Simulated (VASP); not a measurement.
# Si2P3: relaxation of cell and atoms with PBE

Si2P3:

```
Si P
1.0
     2.65971   -2.58759    0.00000
     2.65971    2.58759    0.00000
    -1.35113    0.00000    5.32193
Si P
2 3
Direct
  0.19130 0.19130 0.79890
  0.80870 0.80870 0.20110
  0.70110 0.70110 0.73850
  0.29890 0.29890 0.26150
  0.50000 0.50000 0.50000
```

The cell was generated, and may not be a known phase.

```
Program                : VASP 6.6.1
Task                   : relaxation of cell and atoms
Functional             : PBE
Potentials or basis    : VASP PAW PBE potentials, release 64 (Si, P)
Cutoff                 : 600 eV
k mesh                 : 6 × 6 × 4
Occupations            : gaussian, width 0.1 eV
Spin                   : no spin polarisation
Dipole correction      : no
Further INCAR settings : ALGO = Normal; EDIFF = 1e-06; IBRION = 2; EDIFFG = -0.04; NSW = 90; ISIF = 3
```

```json
{"Relaxed volume": "16.03 Å³/atom", "Relaxed cell": "a = 3.580 Å, b = 3.580 Å, c = 6.267 Å, α = 89.53°, β = 89.53°, γ = 86.28°", "Space group after relaxing (to 0.1 Å)": "C2/m (No. 12)", "Pressure after relaxing": "0.3 GPa", "Largest force after relaxing": "0.020 eV/Å", "Band gap on the k mesh": "zero (an odd number of electrons rules out a gap without spin polarisation)"}
```

Forces on the atoms (eV/Å):
```
Si   0.006  0.000 -0.020
Si  -0.006  0.000  0.020
P    0.000  0.000  0.017
P    0.000  0.000 -0.017
P    0.000  0.000  0.000
```

Stress tensor (GPa, compression positive):
```
 0.35  0.00 -0.14
 0.00  0.36  0.00
-0.14  0.00  0.25
```

Final structure:
```cif
data_structure
_symmetry_space_group_name_H-M 'P 1'
_symmetry_Int_Tables_number 1
_cell_length_a 3.5803
_cell_length_b 3.5803
_cell_length_c 6.2674
_cell_angle_alpha 89.528
_cell_angle_beta 89.528
_cell_angle_gamma 86.281
_cell_volume 80.16
loop_
_atom_site_label
_atom_site_type_symbol
_atom_site_fract_x
_atom_site_fract_y
_atom_site_fract_z
_atom_site_occupancy
Si1 Si 0.20435 0.20435 0.79532 1
Si2 Si 0.79565 0.79565 0.20468 1
P1 P 0.23489 0.23489 0.18515 1
P2 P 0.76511 0.76511 0.81485 1
P3 P 0.50000 0.50000 0.50000 1
```

Levels at points of the mesh, in eV from the Fermi level:
```tsv
k point	band 10	band 11	band 12	band 13	band 14	band 15
(0.00, 0.00, 0.00)	-2.16	-0.89	-0.80	0.15	2.82	2.83
(0.50, 0.00, 0.00)	-0.87	-0.43	0.46	1.24	1.52	2.25
(0.50, 0.50, 0.00)	-5.03	-2.11	-1.96	2.90	3.22	3.23
(0.00, 0.00, 0.50)	-2.05	-0.66	0.68	1.20	2.31	3.08
(0.50, 0.00, 0.50)	-1.32	-0.90	0.54	1.06	1.07	1.29
(0.50, 0.50, 0.50)	-2.61	-1.69	-1.59	-0.35	0.88	1.75
```

Wall time 31 min on 1 thread of Oxide Virtual Turin-like Processor, on a shared host, peak memory 0.19 GiB.
